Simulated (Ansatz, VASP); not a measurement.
ZnSe in VASP and in Ansatz

```
CELL_PARAMETERS angstrom
0.00000 2.83380 2.83380
2.83380 0.00000 2.83380
2.83380 2.83380 0.00000
ATOMIC_POSITIONS crystal
Zn 0.00000 0.00000 0.00000
Se 0.75000 0.75000 0.75000
```

Alike in both runs: task single point; functional PBE; k mesh 4 × 4 × 4; occupations gaussian, width 0.05 eV; no spin polarisation.

|  | VASP | Ansatz |
| --- | --- | --- |
| version | VASP 6.6.1 | Ansatz 0.2.0 |
| potentials or method | VASP PAW PBE potentials, release 64 (Zn, Se), cutoff 520 eV | scalar-relativistic, plane waves, PAW |
| valence electrons in the cell | 18 | 28 |

```tsv
	VASP	Ansatz	Ansatz less VASP
gap on the k mesh at the Fermi level (eV)	1.28	1.28	-0.002
least direct gap on the mesh (eV)	1.28	1.28	-0.002
pressure (GPa)	2.7	2.4	-0.25
```

VASP's potentials hold 18 valence electrons a cell and Ansatz's 28, so a difference there can come from the potentials and not from the codes.

The k mesh is coarse, so the values compare programs but aren't converged.
